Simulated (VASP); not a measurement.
# NaFeO3 (Pm-3m) in VASP: further runs, part 2 of 2

VASP 6.6.1. Earlier steps stand in the parts before.

### 4 Single point, LDA+U, collinear spin, ferromagnetic start

INCAR

```
PREC     = Accurate       # precision mode
ENCUT    = 520            # plane-wave cutoff, eV
EDIFF    = 1E-6           # SCF threshold, eV
ISMEAR   = -1             # smearing method
SIGMA    = 0.1            # smearing width, eV
LREAL    = F              # projectors in reciprocal space
LASPH    = T              # aspherical terms in the spheres
NELM     = 150            # most SCF steps
ALGO     = Normal         # electronic algorithm
ISIF     = 2              # what is computed and relaxed
LWAVE    = F              # write WAVECAR
LCHARG   = T              # write CHGCAR
ISPIN    = 2              # spin polarisation
MAGMOM   = 0 2.4 0 0 0    # initial moments
LORBIT   = 11             # projections on sites
LMAXMIX  = 4              # l up to which the mixer works
LDAU     = T              # DFT+U
LDAUTYPE = 2            
LDAUL    = -1 2 -1        # shell
LDAUU    = 0 6 0          # U, eV
LDAUJ    = 0 0 0        
LDAUPRINT= 1            
LELF     = T              # ELF
LVHAR    = T            
NBANDS   = 28             # bands
```

KPOINTS

```
Automatic mesh
0
Gamma
  7 7 7
```

POSCAR

```
NaFeO3
1.0
    3.8304800000      0.0000000000      0.0000000000
    0.0000000000      3.8304800000      0.0000000000
    0.0000000000      0.0000000000      3.8304800000
Na Fe O
1 1 3
Direct
    0.0000000000      0.0000000000      0.0000000000
    0.5000000000      0.5000000000      0.5000000000
    0.5000000000      0.5000000000      0.0000000000
    0.5000000000      0.0000000000      0.5000000000
    0.0000000000      0.5000000000      0.5000000000
```

Potentials or basis: VASP PAW LDA potentials, release 64 (Na_pv, Fe, O).

The run is started by

```console
cat potpaw_LDA.64/Na_pv/POTCAR potpaw_LDA.64/Fe/POTCAR potpaw_LDA.64/O/POTCAR > POTCAR
mpirun -np 1 vasp_std > vasp.out
```

OUTCAR:

```text
PREC = Accurate
   ENCUT = 520
   EDIFF = 1E-6
   ISMEAR = -1
   LREAL = F
   LASPH = T
   NELM = 150
   ISIF = 2
   ISPIN = 2
   LORBIT = 11

 ion  position               nearest neighbor table
   1  0.000  0.000  0.000-
   2  0.500  0.500  0.500-   3 1.92   4 1.92   5 1.92   3 1.92   4 1.92   5 1.92
   3  0.500  0.500  0.000-   2 1.92   2 1.92
   4  0.500  0.000  0.500-   2 1.92   2 1.92
   5  0.000  0.500  0.500-   2 1.92   2 1.92

  LATTYP: Found a simple cubic cell.
 ALAT       =     3.8304800000

  Lattice vectors:

 A1 = (   3.8304800000,   0.0000000000,   0.0000000000)
 A2 = (   0.0000000000,   3.8304800000,   0.0000000000)
 A3 = (   0.0000000000,   0.0000000000,   3.8304800000)

Analysis of symmetry for initial positions (statically):
=====================================================================
 Subroutine PRICEL returns:
 Original cell was already a primitive cell.

 Routine SETGRP: Setting up the symmetry group for a
 simple cubic supercell.

 Subroutine GETGRP returns: Found 48 space group operations
 (whereof 48 operations were pure point group operations)
 out of a pool of 48 trial point group operations.

The static configuration has the point symmetry O_h .

Analysis of symmetry for dynamics (positions and initial velocities):
=====================================================================
 Subroutine PRICEL returns:
 Original cell was already a primitive cell.

 Routine SETGRP: Setting up the symmetry group for a
 simple cubic supercell.

 Subroutine GETGRP returns: Found 48 space group operations
 (whereof 48 operations were pure point group operations)
 out of a pool of 48 trial point group operations.

The dynamic configuration has the point symmetry O_h .

Analysis of structural, dynamic, and magnetic symmetry:
=====================================================================
 Subroutine PRICEL returns:
 Original cell was already a primitive cell.

 Routine SETGRP: Setting up the symmetry group for a
 simple cubic supercell.

 Subroutine GETGRP returns: Found 48 space group operations
 (whereof 48 operations were pure point group operations)
 out of a pool of 48 trial point group operations.

The overall configuration has the point symmetry O_h .

 Subroutine INISYM returns: Found 48 space group operations
 (whereof 48 operations are pure point group operations),
 and found     1 'primitive' translations

----------------------------------------------------------------------------------------

                                     Primitive cell

  volume of cell :      56.2030

  direct lattice vectors                    reciprocal lattice vectors
     3.830480000  0.000000000  0.000000000     0.261063888  0.000000000  0.000000000
     0.000000000  3.830480000  0.000000000     0.000000000  0.261063888  0.000000000
[... 140 lines left out ...]

  0.1432 -0.0000 -0.0000  0.0000  0.0000
 -0.0000  0.1432 -0.0000 -0.0000 -0.0000
 -0.0000 -0.0000  0.3219 -0.0000  0.0000
  0.0000 -0.0000 -0.0000  0.1432  0.0000
  0.0000 -0.0000  0.0000  0.0000  0.3219

 occupancies and eigenvectors

  o =  0.1432  v =  0.0000  0.0000  0.0000  0.0000  0.0000  1.0000  0.0000  0.0000  0.0000  0.0000      0.0000  0.0000  0.0000  0.0000  0.0000  0.0000  0.0000  0.0000  0.0000  0.0000
  o =  0.1432  v =  0.0000  0.0000  0.0000  0.0000  0.0000  0.0000  0.9999  0.0000 -0.0168 -0.0000      0.0000  0.0000  0.0000  0.0000  0.0000  0.0000  0.0000  0.0000  0.0000  0.0000
  o =  0.1432  v =  0.0000  0.0000  0.0000  0.0000  0.0000  0.0000 -0.0168 -0.0000 -0.9999 -0.0000      0.0000  0.0000  0.0000  0.0000  0.0000  0.0000  0.0000  0.0000  0.0000  0.0000
  o =  0.3219  v =  0.0000  0.0000  0.0000  0.0000  0.0000  0.0000 -0.0000  0.0396  0.0000 -0.9992      0.0000  0.0000  0.0000  0.0000  0.0000  0.0000  0.0000  0.0000  0.0000  0.0000
  o =  0.3219  v =  0.0000  0.0000  0.0000  0.0000  0.0000  0.0000  0.0000 -0.9992  0.0000 -0.0396      0.0000  0.0000  0.0000  0.0000  0.0000  0.0000  0.0000  0.0000  0.0000  0.0000
  o =  0.9486  v =  0.0000  0.0000 -1.0000 -0.0000 -0.0097  0.0000  0.0000  0.0000  0.0000  0.0000      0.0000  0.0000  0.0000  0.0000  0.0000  0.0000  0.0000  0.0000  0.0000  0.0000
  o =  0.9486  v =  0.0000 -0.0000 -0.0097  0.0000  1.0000  0.0000  0.0000  0.0000  0.0000  0.0000      0.0000  0.0000  0.0000  0.0000  0.0000  0.0000  0.0000  0.0000  0.0000  0.0000
  o =  1.0019  v =  0.0000  0.1950  0.0000 -0.9808  0.0000  0.0000  0.0000  0.0000  0.0000  0.0000      0.0000  0.0000  0.0000  0.0000  0.0000  0.0000  0.0000  0.0000  0.0000  0.0000
  o =  1.0019  v =  0.0000  0.9808  0.0000  0.1950  0.0000  0.0000  0.0000  0.0000  0.0000  0.0000      0.0000  0.0000  0.0000  0.0000  0.0000  0.0000  0.0000  0.0000  0.0000  0.0000
  o =  1.0019  v =  1.0000  0.0000  0.0000  0.0000  0.0000  0.0000  0.0000  0.0000  0.0000  0.0000      0.0000  0.0000  0.0000  0.0000  0.0000  0.0000  0.0000  0.0000  0.0000  0.0000

 number of electron      32.9999980 magnetization       4.8641803

 Free energy of the ion-electron system (eV)
  ---------------------------------------------------
  ext. energy  EPLUGINS =         0.00000000
  ---------------------------------------------------
  free energy    TOTEN  =       -29.32920103 eV

  energy without entropy =      -29.23716435  energy(sigma->0) =      -29.28318269

 E-fermi :   0.8894     XC(G=0): -11.0115

 val. band max:        0.8658564337   @ k =   0.4286   0.4286   0.4286
 cond. band min:       0.9000173181   @ k =   0.2857   0.1429   0.1429
 fundamental gap:      0.0341608845
 Fermi energy:         0.8894042764

 spin component 1

 k-point     1 :       0.0000    0.0000    0.0000
  band No.  band energies     occupation
      1     -20.0406      1.00000
      2     -20.0406      1.00000
      3     -20.0406      1.00000
      4     -16.9297      1.00000
      5     -15.6717      1.00000
      6     -15.6717      1.00000
[... 609 lines left out ...]
     27      14.3337      0.00000
     28      16.8400      0.00000
 Fermi energy:         0.8894042764

 spin component 2

 k-point     1 :       0.0000    0.0000    0.0000
  band No.  band energies     occupation
      1     -20.0402      1.00000
      2     -20.0402      1.00000
      3     -20.0402      1.00000
      4     -16.4182      1.00000
      5     -14.6900      1.00000
      6     -14.6900      1.00000
[... 609 lines left out ...]
     27      14.7999      0.00000
     28      17.5460      0.00000

------------------------ aborting loop because EDIFF is reached ----------------------------------------

  FORCE on cell =-STRESS in cart. coord.  units (eV):
  Direction    XX          YY          ZZ          XY          YZ          ZX
  --------------------------------------------------------------------------------------
  -------------------------------------------------------------------------------------
  Total       -4.0893690     -4.0893690     -4.0893690      0.0000000      0.0000000      0.0000000
  in kB     -116.5754994   -116.5754994   -116.5754994      0.0000000      0.0000000      0.0000000
  external PRESSURE =    -116.5754994 kB  Pullay stress =       0.0000000 kB

 VOLUME and BASIS-vectors are now :
 -----------------------------------------------------------------------------
  energy-cutoff  :      520.00
  volume of cell :       56.20
      direct lattice vectors                 reciprocal lattice vectors
     3.830480000  0.000000000  0.000000000     0.261063888  0.000000000  0.000000000
     0.000000000  3.830480000  0.000000000     0.000000000  0.261063888  0.000000000
     0.000000000  0.000000000  3.830480000     0.000000000  0.000000000  0.261063888

 POSITION                                       TOTAL-FORCE (eV/Angst)
 -----------------------------------------------------------------------------------
      0.00000      0.00000      0.00000         0.000000      0.000000      0.000000
      1.91524      1.91524      1.91524         0.000000      0.000000      0.000000
      1.91524      1.91524      0.00000         0.000000      0.000000      0.000000
      1.91524      0.00000      1.91524         0.000000      0.000000      0.000000
      0.00000      1.91524      1.91524         0.000000      0.000000      0.000000
 -----------------------------------------------------------------------------------
    total drift:                                0.000000      0.000000      0.000000

  FREE ENERGIE OF THE ION-ELECTRON SYSTEM (eV)
  ---------------------------------------------------
  free  energy   TOTEN  =       -29.3292010285 eV

  energy  without entropy=      -29.2371643491  energy(sigma->0) =      -29.28318269

 total charge

# of ion       s       p       d       tot
------------------------------------------
    1        0.036   5.973   0.000   6.009
    2        0.441   0.711   5.942   7.094
    3        1.569   3.317   0.000   4.886
    4        1.569   3.317   0.000   4.886
    5        1.569   3.317   0.000   4.886
--------------------------------------------------
tot          5.185  16.635   5.942  27.762

 magnetization (x)

# of ion       s       p       d       tot
------------------------------------------
    1       -0.000  -0.000   0.000  -0.001
    2        0.019   0.020   3.823   3.862
    3        0.012   0.266   0.000   0.278
    4        0.012   0.266   0.000   0.278
    5        0.012   0.266   0.000   0.278
--------------------------------------------------
tot          0.055   0.818   3.823   4.696
```

It took 61 s on 1 thread of Intel Xeon Platinum 8375C at 2.90GHz (Ice Lake), shared host; peak memory 0.18 GiB.

Results:

```
Free energy                                           : -29.3292 eV
Pressure                                              : -11.7 GPa
Net moment                                            : 4.86 μB per cell
Site moments                                          : Na -0.00; Fe +3.86; O +0.28 μB
Valence electrons inside the program's atomic spheres : Na 6.01; Fe 7.09; O 4.89
```

Eigenvalues of the final occupation matrices:
```tsv
site	spin	trace	eigenvalues
site 2 d	1	4.90	0.95 0.95 1.00 1.00 1.00
site 2 d	2	1.07	0.14 0.14 0.14 0.32 0.32
```

Caveat: a cell with one magnetic atom can't hold antiferromagnetic order, which such compounds often take.

### 5 Single point, LDA+U, collinear spin, ferromagnetic start

INCAR

```
PREC = Accurate ; ENCUT = 520
EDIFF = 1E-6 ; ISMEAR = -1
SIGMA = 0.1 ; LREAL = False
LASPH = True ; NELM = 150
ALGO = Normal ; ISIF = 2
LWAVE = False ; LCHARG = True
ISPIN = 2 ; MAGMOM = 0 2.4 0 0 0
LORBIT = 11 ; LMAXMIX = 4
LDAU = True ; LDAUTYPE = 2
LDAUL = -1 2 -1 ; LDAUU = 0 8 0
LDAUJ = 0 0 0 ; LDAUPRINT = 1
LELF = True ; LVHAR = True
NBANDS = 28
```

KPOINTS is that of step 4.

POSCAR is that of step 4.

The run is started by

```console
cat potpaw_LDA.64/Na_pv/POTCAR potpaw_LDA.64/Fe/POTCAR potpaw_LDA.64/O/POTCAR > POTCAR
mpirun -np 1 vasp_std > vasp.out
```

It took 77 s on 1 thread of Intel Xeon Platinum 8375C at 2.90GHz (Ice Lake), shared host; peak memory 0.18 GiB.

It converged, with:

```
Free energy                                           : -28.6064 eV
Pressure                                              : -9.7 GPa
Net moment                                            : 4.91 μB per cell
Site moments                                          : Na -0.00; Fe +4.31; O +0.19 μB
Valence electrons inside the program's atomic spheres : Na 6.01; Fe 7.15; O 4.89
```

Levels at points of the mesh, in eV from the Fermi level:
Spin up:
| k point | band 15 | band 16 | band 17 | band 18 | band 19 | band 20 | band 21 | band 22 | band 23 | band 24 |
| --- | --- | --- | --- | --- | --- | --- | --- | --- | --- | --- |
| (0.00, 0.00, 0.00) | -0.83 | -0.83 | -0.83 | -0.49 | -0.49 | -0.49 | 5.89 | 10.98 | 12.06 | 12.06 |
Spin down:
```
           k point  band 10  band 11  band 12  band 13  band 14  band 15  band 16  band 17  band 18  band 19
(0.00, 0.00, 0.00)    -0.37    -0.37    -0.37    -0.12    -0.12    -0.12     2.74     2.74     2.85     2.85
```

Eigenvalues of the final occupation matrices:
| site | spin | trace | eigenvalues |
| --- | --- | --- | --- |
| site 2 d | 1 | 5.15 | 1.02 1.02 1.02 1.05 1.05 |
| site 2 d | 2 | 0.87 | 0.10 0.10 0.10 0.29 0.29 |

Caveat: a cell with one magnetic atom can't hold antiferromagnetic order, which such compounds often take.

### 6 Overview

| U | gap on the mesh (eV) | pressure (GPa) | moment (μB) |
| --- | --- | --- | --- |
| Fe d U = 2.0 eV | none | -17.0 | 4.35 |
| Fe d U = 4.0 eV | none | -13.9 | 4.76 |
| Fe d U = 6.0 eV | none | -11.7 | 4.86 |
| Fe d U = 8.0 eV | none | -9.7 | 4.91 |

Alike in all rows: task single point; level LDA+U; potentials or basis VASP PAW LDA potentials, release 64 (Na_pv, Fe, O); spin collinear, ferromagnetic start; cell as given; k mesh 7 × 7 × 7; cutoff (eV) 520; smearing fermi-dirac 0.1 eV.

Every run on the cell as given and a fine mesh finds a metal.

Caveats: a cell with one magnetic atom can't hold antiferromagnetic order, which such compounds often take.

Absolute energies hang on the potentials; compare differences alone.
